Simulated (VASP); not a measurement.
# ScGa7N8 (Fmm2) in VASP: single point with LDA

Aim: the single point of ScGa7N8 with LDA.

Program: VASP 6.6.1. These are calculated values, not measurements. Logs are shortened: lines on timing, memory, paths and dates and some standing lists are left out, and cuts for length are marked.

### Step 1. The cell of the first run

Symmetry: Fmm2, No. 42, orthorhombic system. The conventional cell has a = 6.675 Å, b = 9.140 Å, c = 11.563 Å, α = 90.00°, β = 90.00°, γ = 90.00°. Within 2.7 Å of Sc (site symmetry mm2) lie 5 N at 2.00 to 2.28 Å. Ga (site symmetry m) has 5 N at 1.88 to 2.29 Å within 2.5 Å. Within 2.5 Å of Ga (site symmetry mm2) lie 5 N at 1.88 to 2.29 Å. Ga (site symmetry 2) has 5 N at 1.92 to 2.29 Å within 2.5 Å. Within 2.5 Å of Ga (site symmetry m) lie 5 N at 1.92 to 2.29 Å. Within 2.6 Å of N (site symmetry m) lie 4 Ga at 1.93 to 2.29 Å and 1 Sc at 2.28 Å. N (site symmetry 2) has 5 Ga at 1.92 to 2.29 Å within 2.5 Å. N (site symmetry m) has 4 Ga at 1.88 to 2.29 Å and 1 Sc at 2.01 Å within 2.5 Å.

### Step 2. Single point, LDA

Input file INCAR:

```
SYSTEM = ScGa7N8
  ALGO = Normal
  EDIFF = 1E-6
  ENCUT = 600
  GGA = CA
  GGA_COMPAT = .False.
  ISIF = 2
  ISMEAR = 0
  LASPH = .True.
  LCHARG = .False.
  LREAL = .False.
  LWAVE = .False.
  NBANDS = 85
  NELM = 120
  PREC = Accurate
  SIGMA = 0.1
```

Input file KPOINTS:

```
k-points
0
Gamma
  4 4 4
  0 0 0
```

Input file POSCAR:

```
ScGa7N8
1.0
    3.3374907069      0.0000000000      4.5700565376
    3.3374907069      0.0000000000     -4.5700565376
   -3.3374907069      5.7813989960      0.0000000000
Sc Ga N
1 7 8
Direct
    0.1668845119      0.1668845119      0.3337690238
    0.1684453627      0.1684453627      0.8340997988
    0.6658311531      0.6658311531      0.3316623062
    0.6656544361      0.6656544361      0.8340997988
    0.0825724801      0.5825724801      0.1651449602
    0.5825724801      0.0825724801      0.1651449602
    0.0843467332      0.5838064578      0.6681531910
    0.5838064578      0.0843467332      0.6681531910
    0.4162528244      0.9174724955      0.3337253199
    0.9174724955      0.4162528244      0.3337253199
    0.4164543850      0.9164543850      0.8329087699
    0.9164543850      0.4164543850      0.8329087699
    0.3403611864      0.3403611864      0.1598928237
    0.3401799072      0.3401799072      0.6803598144
    0.8195316373      0.8195316373      0.1598928237
    0.8331795640      0.8331795640      0.6663591281
```

Potentials or basis: VASP PAW LDA potentials, release 64 (Sc_sv, Ga_d, N).

The run is started by

```
$ cat potpaw_LDA.64/Sc_sv/POTCAR potpaw_LDA.64/Ga_d/POTCAR potpaw_LDA.64/N/POTCAR > POTCAR
$ mpirun -np 1 vasp_std > vasp.out
```

OUTCAR:

```text
SYSTEM = ScGa7N8
   EDIFF = 1E-6
   ENCUT = 600
   GGA = CA
   ISIF = 2
   ISMEAR = 0
   LASPH = .True.
   LREAL = .False.
   NELM = 120
   PREC = Accurate

 ion  position               nearest neighbor table
   1  0.167  0.167  0.334-  14 2.00  15 2.01  13 2.01  10 2.28   9 2.28   8 2.99   7 2.99   6 2.99
                             5 2.99   5 2.99   6 2.99
   2  0.168  0.168  0.834-  14 1.88  13 1.88  16 1.94  12 2.29  11 2.29
   3  0.666  0.666  0.332-  13 1.88  15 1.88  16 1.94  10 2.29   9 2.29
   4  0.666  0.666  0.834-  14 1.88  15 1.88  16 1.94  12 2.29  11 2.29
   5  0.083  0.583  0.165-  12 1.92  10 1.93   9 1.93  15 2.29  13 2.29   1 2.99   1 2.99
   6  0.583  0.083  0.165-  11 1.92   9 1.93  10 1.93  15 2.29  13 2.29   1 2.99   1 2.99
   7  0.084  0.584  0.668-  12 1.92  11 1.92  10 1.93  14 2.28  16 2.29   1 2.99
   8  0.584  0.084  0.668-  11 1.92  12 1.92   9 1.93  14 2.28  16 2.29   1 2.99
   9  0.416  0.917  0.334-   6 1.93   5 1.93   8 1.93   1 2.28   3 2.29
  10  0.917  0.416  0.334-   5 1.93   6 1.93   7 1.93   1 2.28   3 2.29
  11  0.416  0.916  0.833-   6 1.92   8 1.92   7 1.92   2 2.29   4 2.29
  12  0.916  0.416  0.833-   5 1.92   7 1.92   8 1.92   2 2.29   4 2.29
  13  0.340  0.340  0.160-   3 1.88   2 1.88   1 2.01   5 2.29   6 2.29
  14  0.340  0.340  0.680-   4 1.88   2 1.88   1 2.00   7 2.28   8 2.28
  15  0.820  0.820  0.160-   3 1.88   4 1.88   1 2.01   5 2.29   6 2.29
  16  0.833  0.833  0.666-   3 1.94   4 1.94   2 1.94   7 2.29   8 2.29

  LATTYP: Found a face centered orthorhombic cell.
 ALAT       =     6.6749814138
 B/A-ratio  =     1.3693091424
 C/A-ratio  =     1.7322592042

  Lattice vectors:

 A1 = (   0.0000000000,   5.7813989960,  -4.5700565376)
 A2 = (   3.3374907069,   5.7813989960,   0.0000000000)
 A3 = (   3.3374907069,   0.0000000000,  -4.5700565376)

Analysis of symmetry for initial positions (statically):
=====================================================================
 Subroutine PRICEL returns:
 Original cell was already a primitive cell.

 Routine SETGRP: Setting up the symmetry group for a
 face centered orthorhombic supercell.

 Subroutine GETGRP returns: Found  4 space group operations
 (whereof  4 operations were pure point group operations)
 out of a pool of  8 trial point group operations.

The static configuration has the point symmetry C_2v.

Analysis of symmetry for dynamics (positions and initial velocities):
=====================================================================
 Subroutine PRICEL returns:
 Original cell was already a primitive cell.

 Routine SETGRP: Setting up the symmetry group for a
 face centered orthorhombic supercell.

 Subroutine GETGRP returns: Found  4 space group operations
 (whereof  4 operations were pure point group operations)
 out of a pool of  8 trial point group operations.

[... 133 lines left out ...]
   NUPDOWN=      -1.0000    fix difference up-down
   EMIN   =  10.00;   EMAX   =-10.00  energy-range for DOS
   EFERMI =   0.00;   METHOD = LEGACY
   ISMEAR =     0;   SIGMA  =   0.10  broadening in eV -4-tet -1-fermi 0-gaus
   EFERMI_NEDOS =   21; number of points for ismear=-14 and -15
   IALGO  =     38    algorithm
   IMIX   =      4    mixing-type and parameters
     AMIX     =   0.40;   BMIX     =  1.00
     AMIX_MAG =   1.60;   BMIX_MAG =  1.00
  volume/ion in A,a.u.               =      11.02        74.38
  Fermi-wavevector in a.u.,A,eV,Ry     =   1.523010  2.878072 31.559522  2.319559
  Thomas-Fermi vector in A             =   2.631511
   LORBIT       =      0    0 simple, 1 ext, 2 COOP (PROOUT), +10 PAW based schemes
   GGA     = CA    functional components
   LHFCALC =     F    Hartree Fock is set to
   AEXX    =    0.0000 exact exchange contribution
   IVDW    =     0    specifies the selected vdW correction
   LEPSILON=     F    determine dielectric tensor
   LRPA    =     F    only Hartree local field effects (RPA)
 non-spin polarized calculation
 Gauss-broadening in eV      SIGMA  =   0.10
  energy-cutoff  :      600.00
  volume of cell :      176.36
 maximum number of plane-waves:      5908
 NGX is ok and might be reduce to    48
   NGX = 23   NGY = 23   NGZ = 27

 number of electron     142.0000043 magnetization

 Free energy of the ion-electron system (eV)
  ---------------------------------------------------
  ext. energy  EPLUGINS =         0.00000000
  ---------------------------------------------------
  free energy    TOTEN  =      -113.59544875 eV

  energy without entropy =     -113.59544875  energy(sigma->0) =     -113.59544875

 E-fermi :   6.4666     XC(G=0): -12.3252

 val. band max:        5.9914944576   @ k =   0.0000   0.0000   0.0000
 cond. band min:       7.5057443164   @ k =   0.0000   0.0000   0.0000
 fundamental gap:      1.5142498588
 Fermi energy:         6.4665639950

 k-point     1 :       0.0000    0.0000    0.0000
  band No.  band energies     occupation
      1     -41.0418      2.00000
      2     -20.2574      2.00000
      3     -20.2554      2.00000
      4     -20.1970      2.00000
      5     -10.4941      2.00000
      6      -9.6009      2.00000
[... 1537 lines left out ...]
     82      12.0999      0.00000
     83      12.3958      0.00000
 [bands above 83 left out]

------------------------ aborting loop because EDIFF is reached ----------------------------------------

  FORCE on cell =-STRESS in cart. coord.  units (eV):
  Direction    XX          YY          ZZ          XY          YZ          ZX
  --------------------------------------------------------------------------------------
  -------------------------------------------------------------------------------------
  Total        1.6398258      1.6188500      0.3199009      0.0000000      0.0000000      0.0000000
  in kB       14.8971679     14.7066113      2.9061728      0.0000000      0.0000000      0.0000000
  external PRESSURE =      10.8366507 kB  Pullay stress =       0.0000000 kB

 VOLUME and BASIS-vectors are now :
 -----------------------------------------------------------------------------
  energy-cutoff  :      600.00
  volume of cell :      176.36
      direct lattice vectors                 reciprocal lattice vectors
     3.337490707  0.000000000  4.570056538     0.149813151  0.086484258  0.109407837
     3.337490707  0.000000000 -4.570056538     0.149813151  0.086484258 -0.109407837
    -3.337490707  5.781398996  0.000000000     0.000000000  0.172968515  0.000000000

 POSITION                                       TOTAL-FORCE (eV/Angst)
 -----------------------------------------------------------------------------------
      0.00000      1.92965      0.00000        -0.000000     -0.009383      0.000000
     -1.65943      4.82226      0.00000        -0.015838     -0.008891      0.000000
      3.33749      1.91747      0.00000        -0.000000      0.015112      0.000000
      1.65943      4.82226      0.00000         0.015838     -0.008891      0.000000
      1.66875      0.95477     -2.28503        -0.000000      0.004423      0.000000
      1.66875      0.95477      2.28503        -0.000000      0.004423      0.000000
[... 8 lines left out ...]
      4.93672      0.92440      0.00000        -0.022200     -0.015809      0.000000
      3.33749      3.85249      0.00000        -0.000000      0.005756      0.000000
 -----------------------------------------------------------------------------------
    total drift:                               -0.000012      0.000052      0.000000

  FREE ENERGIE OF THE ION-ELECTRON SYSTEM (eV)
  ---------------------------------------------------
  free  energy   TOTEN  =      -113.5954487502 eV

  energy  without entropy=     -113.5954487502  energy(sigma->0) =     -113.59544875
```

Run time: 32 min. Hardware: 1 thread of Intel Xeon 8259CL, shared host; peak memory 0.43 GiB.

What came out:

```yaml
Free_energy: -113.5954 eV
Pressure: 1.1 GPa
Largest_force: 0.027 eV/Å
Band_gap_on_the_k_mesh: 1.51 eV
```

Forces in eV/Å, atoms in the order of the input:
```
Sc   0.000 -0.009  0.000
Ga  -0.016 -0.009  0.000
Ga   0.000  0.015  0.000
Ga   0.016 -0.009  0.000
Ga   0.000  0.004  0.000
Ga   0.000  0.004  0.000
Ga   0.000 -0.003  0.003
Ga   0.000 -0.003 -0.003
N    0.000  0.002  0.024
N    0.000  0.002 -0.024
N    0.000  0.002  0.000
N    0.000  0.002  0.000
N    0.022 -0.016  0.000
N    0.000  0.026  0.000
N   -0.022 -0.016  0.000
N    0.000  0.006  0.000
```

Levels at points of the mesh, in eV from the valence-band top:
```tsv
k point	band 68	band 69	band 70	band 71	band 72	band 73	band 74	band 75
(0.00, 0.00, 0.00)	-1.15	-1.00	-0.74	0.00	1.51	2.21	3.16	3.36
(0.50, 0.00, 0.00)	-1.16	-0.83	-0.60	-0.55	3.33	3.66	3.92	4.09
(0.50, 0.50, 0.00)	-1.70	-1.69	-1.17	-1.06	2.89	2.98	3.48	3.72
(0.00, 0.00, 0.50)	-0.72	-0.70	-0.59	-0.51	3.32	3.56	4.05	4.10
(0.50, 0.50, 0.50)	-1.55	-1.52	-1.27	-0.99	3.59	3.77	4.05	4.59
```
